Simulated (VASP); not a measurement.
P: single point with PBE

System: P, a slab with vacuum.

```
P
1.0
     3.03745    0.00000    0.00000
     0.00000   32.24275    0.00000
     0.00000    0.00000    4.63208
P
4
Direct
  0.00000 0.97026 0.59215
  0.00000 0.02974 0.40785
  0.50000 0.02974 0.09215
  0.50000 0.97026 0.90785
```

This cell differs from its parent crystal: strain -0.0750 x Voigt [1, 1, 0, 0, 0, 0].

* Program: VASP 6.6.1
* Task: single point
* Functional: PBE
* Potentials or basis: VASP PAW PBE potentials, release 64 (P)
* Cutoff: 520 eV
* k mesh: 8 × 1 × 6
* Occupations: gaussian, width 0.05 eV
* Spin: no spin polarisation

| Property | Result |
| --- | --- |
| Largest force | 1.949 eV/Å |
| Band gap on the k mesh | 0.99 eV (least direct gap 1.22 eV) |

Forces on the atoms (eV/Å):
```
P    0.000 -1.897 -0.445
P    0.000  1.897  0.445
P    0.000  1.897 -0.445
P    0.000 -1.897  0.445
```

Levels at points of the mesh, in eV from the valence-band top:
```tsv
k point	band 8	band 9	band 10	band 11	band 12	band 13
(0.00, 0.00, 0.00)	-1.89	-1.02	-0.11	1.16	2.32	3.75
(0.50, 0.00, 0.00)	-2.99	-2.03	-2.03	1.08	1.08	2.24
(0.00, 0.00, 0.50)	-2.07	-1.93	-1.93	3.13	3.13	4.11
(0.50, 0.00, 0.50)	-4.72	-0.83	-0.83	2.63	2.63	3.26
```

Wall time 4.5 min on 1 thread of Oxide Virtual Turin-like Processor, with other jobs on the host, peak memory 0.46 GiB.

Caveat: the cell differs from its parent crystal (strain -0.0750 x Voigt [1, 1, 0, 0, 0, 0]); there is no dipole correction, which matters where the two faces differ.
